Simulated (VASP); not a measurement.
A run of VASP 6.6.1 is set up as follows.

Contents of INCAR:

```
SYSTEM = As
ALGO = Normal
EDIFF = 1E-6
ENCUT = 520
GGA = PE
ISIF = 2
ISMEAR = 0
LASPH = .True.
LCHARG = .False.
LREAL = .False.
LWAVE = .False.
NBANDS = 30
NELM = 100
PREC = Accurate
SIGMA = 0.01
```

File KPOINTS:

```
k-points
0
Gamma
  6 6 10
  0 0 0
```

Contents of POSCAR:

```
As
1.0
    7.7865501881      0.0000000000      0.0000000000
   -3.8932750941      6.7433502708      0.0000000000
    0.0000000000      0.0000000000      3.9639618720
As
8
Direct
    0.8128652911      0.1871347089      0.5000000000
    0.8128652911      0.6257305822      0.5000000000
    0.3742694178      0.1871347089      0.5000000000
    0.1871347089      0.8128652911      0.5000000000
    0.1871347089      0.3742694178      0.5000000000
    0.6257305822      0.8128652911      0.5000000000
    0.3333333333      0.6666666667      0.0000000000
    0.6666666667      0.3333333333      0.0000000000
```

Potentials or basis: VASP PAW PBE potentials, release 64 (As).

Run with:

```bash
$ cat potpaw_PBE.64/As/POTCAR > POTCAR
$ mpirun -np 1 vasp_std > vasp.out
```

Problem. What does it give for the pressure?

Solution. 0.2 GPa.

Problem. Estimate the largest force.

Solution. 0.015 eV/Å.

Problem. What does it give for the band gap on the k mesh?

Solution. Zero (band 20 reaches 4.35 eV, above the bottom of band 21 at 3.69 eV).

Stress tensor (GPa, compression positive):
```
0.19 0.00 0.00
0.00 0.19 0.00
0.00 0.00 0.09
```
